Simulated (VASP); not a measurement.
Runs of VASP 6.6.1 on Ta2F. The structure is that of space group P2_1/c (No. 14), or close to it. The cells are those of the table. 

```csv
task,potentials or basis,cell,k mesh,cutoff (eV),smearing,second run,gap on the mesh (eV),pressure (GPa),largest force (eV/Å)
relaxation of cell and atoms,"VASP PAW PBE potentials, release 64 (Ta_pv, F)","relaxed from a = 6.242, b = 3.024, c = 5.044 Å, angles 90.0, 90.1, 90.0°, 6 atoms",3 × 5 × 3,600,gaussian 0.2 eV,-,none,0.4,0.04
single point,"VASP PAW PBE potentials, release 64 (Ta_pv, F)","a = 6.493, b = 2.861, c = 5.576 Å, angles 90.0, 102.3, 90.0°, 6 atoms",3 × 5 × 3,520,gaussian 0.2 eV,-,none,-0.2,0.09
single point,"VASP PAW PBE potentials, release 64 (Ta_pv, F)","a = 6.774, b = 2.773, c = 5.305 Å, angles 90.0, 101.7, 90.0°, 6 atoms",6 × 10 × 6,520,gaussian 0.1 eV,-,none,(b),(a)
single point,"VASP PAW PBE potentials, release 64 (Ta_sv_GW, F)","a = 6.493, b = 2.861, c = 5.576 Å, angles 90.0, 102.3, 90.0°, 6 atoms",3 × 5 × 3,600,gaussian 0.2 eV,valence_matched,none,-0.5,0.08
```

Alike in all rows: level PBE; no spin polarisation.

Q: Fill in the values left out.

A: (a) 0.03; (b) 0.1.

Caveats: some runs use coarse meshes; spin-orbit coupling is left out, which moves the levels of the heavy elements; the relaxation stopped at a loose force limit of 0.08 eV/Å, so its end isn't a converged minimum (some runs).

A k mesh can miss the band edges, and the runs leave out spin-orbit coupling on Ta.

A gap of «none» marks levels without a gap at the run's occupations.

The runs don't all hold the same shells in valence.
